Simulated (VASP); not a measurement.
# KF (Carobbiite) (Fm-3m) in VASP: notebook, part 2 of 2

VASP 6.6.1.

### Step 3. Single point, r2SCAN (volume scaled by 0.97)

POSCAR

```
KF
1.0
    0.0000000000      2.6319319001      2.6319319001
    2.6319319001      0.0000000000      2.6319319001
    2.6319319001      2.6319319001      0.0000000000
K F
1 1
Direct
    0.0000000000      0.0000000000      0.0000000000
    0.5000000000      0.5000000000      0.5000000000
```

INCAR.step1

```
PREC = Accurate
ENCUT = 520
ISMEAR = 0
SIGMA = 0.02
LREAL = False
LASPH = True
NELM = 60
NBANDS = 15
GGA = PE
ALGO = Normal
EDIFF = 1E-4
LWAVE = True
LCHARG = False
```

INCAR.step2

```
PREC = Accurate
ENCUT = 520
EDIFF = 1E-7
ISMEAR = 0
SIGMA = 0.02
LREAL = False
LASPH = True
NELM = 60
ALGO = Normal
ISIF = 2
LWAVE = False
LCHARG = False
METAGGA = R2SCAN
LMIXTAU = True
NBANDS = 15
ISTART = 1
```

KPOINTS

```
Automatic mesh
0
Gamma
  8 8 8
```

Potentials or basis: VASP PAW PBE potentials, release 64 (K_sv, F).

On the command line:

```
$ cat potpaw_PBE.64/K_sv/POTCAR potpaw_PBE.64/F/POTCAR > POTCAR
$ cp INCAR.step1 INCAR
$ mpirun -np 1 vasp_std > vasp.out
$ cp INCAR.step2 INCAR
$ mpirun -np 1 vasp_std > vasp.out
```

OUTCAR:

```text
PREC = Accurate
   ENCUT = 520
   EDIFF = 1E-7
   ISMEAR = 0
   LREAL = False
   LASPH = True
   NELM = 60
   ISIF = 2
   METAGGA = R2SCAN
   ISTART = 1

 ion  position               nearest neighbor table
   1  0.000  0.000  0.000-   2 2.63   2 2.63   2 2.63   2 2.63   2 2.63   2 2.63
   2  0.500  0.500  0.500-   1 2.63   1 2.63   1 2.63   1 2.63   1 2.63   1 2.63

  LATTYP: Found a face centered cubic cell.
 ALAT       =     5.2638638002

  Lattice vectors:

 A1 = (   0.0000000000,   2.6319319001,   2.6319319001)
 A2 = (   2.6319319001,   0.0000000000,   2.6319319001)
 A3 = (   2.6319319001,   2.6319319001,   0.0000000000)

Analysis of symmetry for initial positions (statically):
=====================================================================
 Subroutine PRICEL returns:
 Original cell was already a primitive cell.

 Routine SETGRP: Setting up the symmetry group for a
 face centered cubic supercell.

 Subroutine GETGRP returns: Found 48 space group operations
 (whereof 48 operations were pure point group operations)
 out of a pool of 48 trial point group operations.

The static configuration has the point symmetry O_h .

Analysis of symmetry for dynamics (positions and initial velocities):
=====================================================================
 Subroutine PRICEL returns:
 Original cell was already a primitive cell.

 Routine SETGRP: Setting up the symmetry group for a
 face centered cubic supercell.

 Subroutine GETGRP returns: Found 48 space group operations
 (whereof 48 operations were pure point group operations)
 out of a pool of 48 trial point group operations.

The dynamic configuration has the point symmetry O_h .

 Subroutine INISYM returns: Found 48 space group operations
 (whereof 48 operations are pure point group operations),
 and found     1 'primitive' translations

----------------------------------------------------------------------------------------
[... 116 lines left out ...]
  Thomas-Fermi vector in A             =   2.378313
   LORBIT       =      0    0 simple, 1 ext, 2 COOP (PROOUT), +10 PAW based schemes
   METAGGA = R2SCAN    functional components
   LHFCALC =     F    Hartree Fock is set to
   AEXX    =    0.0000 exact exchange contribution
   IVDW    =     0    specifies the selected vdW correction
   LEPSILON=     F    determine dielectric tensor
   LRPA    =     F    only Hartree local field effects (RPA)
 non-spin polarized calculation
 Gauss-broadening in eV      SIGMA  =   0.02
  energy-cutoff  :      520.00
  volume of cell :       36.46
 maximum number of plane-waves:       995
   NGX = 13   NGY = 13   NGZ = 13

 number of electron      16.0000016 magnetization

 Free energy of the ion-electron system (eV)
  ---------------------------------------------------
  ext. energy  EPLUGINS =         0.00000000
  ---------------------------------------------------
  free energy    TOTEN  =       -14.96741678 eV

  energy without entropy =      -14.96741678  energy(sigma->0) =      -14.96741678

 E-fermi :  -3.0411     XC(G=0):  -9.1278

 val. band max:       -3.2286901495   @ k =   0.0000   0.0000   0.0000
 cond. band min:       3.8490351947   @ k =   0.0000   0.0000   0.0000
 fundamental gap:      7.0777253443
 Fermi energy:        -3.0411320539

 k-point     1 :       0.0000    0.0000    0.0000
  band No.  band energies     occupation
      1     -30.2284      2.00000
      2     -23.0409      2.00000
      3     -12.6781      2.00000
      4     -12.6781      2.00000
      5     -12.6781      2.00000
      6      -3.2287      2.00000
      7      -3.2287      2.00000
      8      -3.2287      2.00000
      9       3.8490      0.00000
     10       8.3460      0.00000
     11       8.3460      0.00000
     12       8.3460      0.00000
     13      10.2716      0.00000
     14      10.2716      0.00000
[... 401 lines left out ...]
      2     -23.1287      2.00000
      3     -13.0364      2.00000
      4     -12.9225      2.00000
      5     -12.7560      2.00000
      6      -3.8094      2.00000
      7      -3.5183      2.00000
      8      -3.4862      2.00000
      9       6.9583      0.00000
     10       7.7041      0.00000
     11       9.6273      0.00000
     12      10.6076      0.00000
     13      12.0177      0.00000
     14      13.1077      0.00000
     15      13.6388      0.00000

 [... further k-points ...]
[... 5 lines left out ...]
  --------------------------------------------------------------------------------------
  -------------------------------------------------------------------------------------
  Total        0.2633291      0.2633291      0.2633291      0.0000000      0.0000000     -0.0000000
  in kB       11.5705899     11.5705899     11.5705899      0.0000000      0.0000000     -0.0000000
  external PRESSURE =      11.5705899 kB  Pullay stress =       0.0000000 kB

 VOLUME and BASIS-vectors are now :
 -----------------------------------------------------------------------------
  energy-cutoff  :      520.00
  volume of cell :       36.46
      direct lattice vectors                 reciprocal lattice vectors
     0.000000000  2.631931900  2.631931900    -0.189974520  0.189974520  0.189974520
     2.631931900  0.000000000  2.631931900     0.189974520 -0.189974520  0.189974520
     2.631931900  2.631931900  0.000000000     0.189974520  0.189974520 -0.189974520

 POSITION                                       TOTAL-FORCE (eV/Angst)
 -----------------------------------------------------------------------------------
      0.00000      0.00000      0.00000         0.000000      0.000000     -0.000000
      2.63193      2.63193      2.63193         0.000000      0.000000      0.000000
 -----------------------------------------------------------------------------------
    total drift:                                0.000000      0.000000      0.000000

  FREE ENERGIE OF THE ION-ELECTRON SYSTEM (eV)
  ---------------------------------------------------
  free  energy   TOTEN  =       -14.9674167764 eV

  energy  without entropy=      -14.9674167764  energy(sigma->0) =      -14.96741678
```

OUTCAR.step1:

```text
PREC = Accurate
   ENCUT = 520
   ISMEAR = 0
   LREAL = False
   LASPH = True
[... 653 lines left out ...]
      0.00000      0.00000      0.00000        -0.000000     -0.000000     -0.000000
      2.63193      2.63193      2.63193         0.000000      0.000000      0.000000
 -----------------------------------------------------------------------------------
    total drift:                                0.000000      0.000000      0.000000

  FREE ENERGIE OF THE ION-ELECTRON SYSTEM (eV)
  ---------------------------------------------------
  free  energy   TOTEN  =        -8.2638597461 eV

  energy  without entropy=       -8.2638597461  energy(sigma->0) =       -8.26385975
```

OSZICAR.step1:

```text
N       E                     dE             d eps       ncg     rms          rms(c)
DAV:   1     0.111569645412E+03    0.11157E+03   -0.84651E+03   870   0.106E+03
DAV:   2    -0.512478053330E+01   -0.11669E+03   -0.10633E+03  1123   0.283E+02
DAV:   3    -0.941958101208E+01   -0.42948E+01   -0.42764E+01  1138   0.499E+01
DAV:   4    -0.951491808079E+01   -0.95337E-01   -0.95327E-01  1202   0.704E+00
DAV:   5    -0.951627546761E+01   -0.13574E-02   -0.13574E-02  1140   0.709E-01    0.641E+00
DAV:   6    -0.829119284631E+01    0.12251E+01   -0.34247E+00   905   0.152E+01    0.431E+00
DAV:   7    -0.826494331979E+01    0.26250E-01   -0.67642E-02  1094   0.227E+00    0.242E+00
DAV:   8    -0.826169236411E+01    0.32510E-02   -0.48569E-02   933   0.220E+00    0.191E-01
DAV:   9    -0.826320784391E+01   -0.15155E-02   -0.39369E-03  1157   0.520E-01    0.125E-01
DAV:  10    -0.826374735278E+01   -0.53951E-03   -0.47871E-04   912   0.193E-01    0.581E-02
DAV:  11    -0.826386229220E+01   -0.11494E-03   -0.12172E-04   894   0.950E-02    0.202E-02
DAV:  12    -0.826385974609E+01    0.25461E-05   -0.12726E-05   645   0.391E-02
   1 F= -.82638597E+01 E0= -.82638597E+01  d E =-.155015E-36
```

It took 40 s on 1 thread of Intel Xeon Platinum 8559C (Emerald Rapids), shared host; peak memory 0.16 GiB.

What came out:

```
Free energy            : -14.9674 eV
Pressure               : 1.2 GPa
Band gap on the k mesh : 7.08 eV, direct
```

Levels at points of the mesh, in eV from the valence-band top:
```
           k point  band 4  band 5  band 6  band 7  band 8  band 9  band 10  band 11  band 12  band 13
(0.00, 0.00, 0.00)   -9.45   -9.45    0.00    0.00    0.00    7.08    11.57    11.57    11.57    13.50
(0.50, 0.00, 0.00)   -9.49   -9.49   -0.81   -0.37   -0.37    9.87    11.60    13.14    13.14    15.59
(0.50, 0.50, 0.00)   -9.69   -9.69   -0.18   -0.04   -0.04    8.80    11.48    12.80    14.87    15.41
```

Caveat: the PAW data sets were made with another functional, which shifts forces and pressure a little.

### Step 4. Single point, r2SCAN (volume scaled by 1.03)

POSCAR

```
KF
1.0
    0.0000000000      2.6851165707      2.6851165707
    2.6851165707      0.0000000000      2.6851165707
    2.6851165707      2.6851165707      0.0000000000
K F
1 1
Direct
    0.0000000000      0.0000000000      0.0000000000
    0.5000000000      0.5000000000      0.5000000000
```

INCAR.step1

```
SYSTEM = KF
ALGO = Normal
EDIFF = 1E-4
ENCUT = 520
GGA = PE
ISMEAR = 0
LASPH = .True.
LCHARG = .False.
LREAL = .False.
LWAVE = .True.
NBANDS = 15
NELM = 80
PREC = Accurate
SIGMA = 0.02
```

INCAR.step2

```
SYSTEM = KF
ALGO = Normal
EDIFF = 1E-7
ENCUT = 520
ISIF = 2
ISMEAR = 0
ISTART = 1
LASPH = .True.
LCHARG = .False.
LMIXTAU = .True.
LREAL = .False.
LWAVE = .False.
METAGGA = R2SCAN
NBANDS = 15
NELM = 80
PREC = Accurate
SIGMA = 0.02
```

KPOINTS

```
k-points
0
Gamma
  8 8 8
  0 0 0
```

On the command line:

```
$ cat potpaw_PBE.64/K_sv/POTCAR potpaw_PBE.64/F/POTCAR > POTCAR
$ cp INCAR.step1 INCAR
$ mpirun -np 1 vasp_std > vasp.out
$ cp INCAR.step2 INCAR
$ mpirun -np 1 vasp_std > vasp.out
```

It took 47 s on 1 thread of Intel Xeon Platinum 8559C (Emerald Rapids), shared host; peak memory 0.17 GiB.

It converged, with:

```yaml
Free_energy: -14.9709 eV
Pressure: -1.0 GPa
Band_gap_on_the_k_mesh: 6.75 eV, direct
```

Levels at points of the mesh, in eV from the valence-band top:
```
           k point  band 4  band 5  band 6  band 7  band 8  band 9  band 10  band 11  band 12  band 13
(0.00, 0.00, 0.00)   -9.66   -9.66    0.00    0.00    0.00    6.75    11.41    11.41    11.41    13.25
(0.50, 0.00, 0.00)   -9.70   -9.70   -0.75   -0.32   -0.32    9.62    11.13    12.85    12.85    15.19
(0.50, 0.50, 0.00)   -9.86   -9.86   -0.21   -0.06   -0.06    8.75    11.14    12.30    14.55    15.04
```

Caveat: the PAW data sets were made with another functional, which shifts forces and pressure a little.

### Step 5. Single point, r2SCAN (volume scaled by 1.06)

POSCAR

```
KF
1.0
    0.0000000000      2.7109365832      2.7109365832
    2.7109365832      0.0000000000      2.7109365832
    2.7109365832      2.7109365832      0.0000000000
K F
1 1
Direct
    0.0000000000      0.0000000000      0.0000000000
    0.5000000000      0.5000000000      0.5000000000
```

INCAR.step1

```
PREC = Accurate
ENCUT = 520
ISMEAR = 0
SIGMA = 0.02
LREAL = False
LASPH = True
NELM = 100
NBANDS = 15
GGA = PE
ALGO = Normal
EDIFF = 1E-4
LWAVE = True
LCHARG = False
```

INCAR.step2

```
PREC = Accurate
ENCUT = 520
EDIFF = 1E-6
ISMEAR = 0
SIGMA = 0.02
LREAL = False
LASPH = True
NELM = 100
ALGO = Normal
ISIF = 2
LWAVE = False
LCHARG = True
METAGGA = R2SCAN
LMIXTAU = True
LELF = True
LVHAR = True
NBANDS = 15
ISTART = 1
```

KPOINTS

```
regular mesh
0
Gamma
  8 8 8
```

On the command line:

```
$ cat potpaw_PBE.64/K_sv/POTCAR potpaw_PBE.64/F/POTCAR > POTCAR
$ cp INCAR.step1 INCAR
$ mpirun -np 1 vasp_std > vasp.out
$ cp INCAR.step2 INCAR
$ mpirun -np 1 vasp_std > vasp.out
```

It took 55 s on 1 thread of Intel Xeon Platinum 8559C (Emerald Rapids), shared host; peak memory 0.17 GiB.

It converged, with:

* Free energy: -14.9622 eV
* Pressure: -1.8 GPa
* Band gap on the k mesh: 6.60 eV, direct

Levels at points of the mesh, in eV from the valence-band top:
```csv
k point,band 6,band 7,band 8,band 9,band 10,band 11
"(0.00, 0.00, 0.00)",0.00,0.00,0.00,6.60,11.33,11.33
"(0.50, 0.00, 0.00)",-0.72,-0.30,-0.30,9.50,10.92,12.72
"(0.50, 0.50, 0.00)",-0.22,-0.06,-0.06,8.72,10.98,12.07
```

Caveat: the PAW data sets were made with another functional, which shifts forces and pressure a little.

### Step 6. The runs side by side

```csv
cell,k mesh,smearing,gap on the mesh (eV),pressure (GPa)
"a = 3.779 Å, angles 60.0°, 2 atoms",6 × 6 × 6,gaussian 0.1 eV,6.83,-0.5
"a = 3.722 Å, angles 60.0°, 2 atoms",8 × 8 × 8,gaussian 0.02 eV,7.08,1.2
"a = 3.797 Å, angles 60.0°, 2 atoms",8 × 8 × 8,gaussian 0.02 eV,6.75,-1.0
"a = 3.834 Å, angles 60.0°, 2 atoms",8 × 8 × 8,gaussian 0.02 eV,6.60,-1.8
```

Alike in all rows: task single point; level r2SCAN; potentials or basis VASP PAW PBE potentials, release 64 (K_sv, F); no spin polarisation; cutoff (eV) 520.

Caveats: the PAW data sets were made with another functional, which shifts forces and pressure a little.

Total energies depend on the potentials used, so only differences within one code and one set of settings carry meaning.
